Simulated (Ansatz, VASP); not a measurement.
## InAs: VASP beside Ansatz

Contents of INCAR:

```
SYSTEM = InAs
ALGO = Normal
EDIFF = 1E-7
ENCUT = 520
GGA = PE
ISIF = 2
ISMEAR = -1
LASPH = .True.
LCHARG = .False.
LREAL = .False.
LWAVE = .False.
NBANDS = 16
NELM = 80
PREC = Accurate
SIGMA = 0.02
```

Contents of KPOINTS:

```
k-points
0
Gamma
  8 8 8
  0 0 0
```

Contents of POSCAR:

```
InAs
1.0
    0.0000000000      3.0545904709      3.0545904709
    3.0545904709      0.0000000000      3.0545904709
    3.0545904709      3.0545904709      0.0000000000
In As
1 1
Direct
    0.0000000000      0.0000000000      0.0000000000
    0.2500000000      0.2500000000      0.2500000000
```

Input for Ansatz:

```yaml
crystal:
  lattice:
    - [0.0, 3.0545904709, 3.0545904709]
    - [3.0545904709, 0.0, 3.0545904709]
    - [3.0545904709, 3.0545904709, 0.0]
  atoms:
    - { symbol: In, position: [0.0, 0.0, 0.0] }
    - { symbol: As, position: [0.25, 0.25, 0.25] }
kpoints:
  mp_grid: { grid: [8, 8, 8] }
  band_path:
    path:
      - [0.0, 0.0, 0.0]
      - [-0.5, -0.5, 0.0]
      - [-0.375, -0.375, 0.25]
      - [-0.375, 0.0, 0.375]
      - [0.0, 0.0, 0.5]
      - [-0.5, -0.25, 0.25]
    npoints: 1
hamiltonian:
  xc: pbe
scf:
  occupations: { method: fermi_dirac, width: 0.02 }
  n_extra_bands: 4
output:
  forces: true
  stress: true
  eigenvalues: true
  write_density: true
  write_potential: true
  elf: true
  volumetric_format: npy
```

Alike in both runs: task single point; functional PBE; k mesh 8 × 8 × 8; occupations fermi-dirac, width 0.02 eV; no spin polarisation.

|  | VASP | Ansatz |
| --- | --- | --- |
| version | VASP 6.6.1 | Ansatz 0.2.0 |
| potentials or method | VASP PAW PBE potentials, release 64 (In_d, As) | plane waves, PAW |
| plane-wave cutoff (eV) | 520 | 420 |
| valence electrons in the cell | 18 | 28 |

```tsv
	VASP	Ansatz	Ansatz less VASP
pressure (GPa)	2.1	2.0	-0.06
```

With one functional, cell and mesh, what is left measures potentials, basis and numerics. VASP's potentials hold 18 valence electrons a cell and Ansatz's 28, so a difference there can come from the potentials and not from the codes.
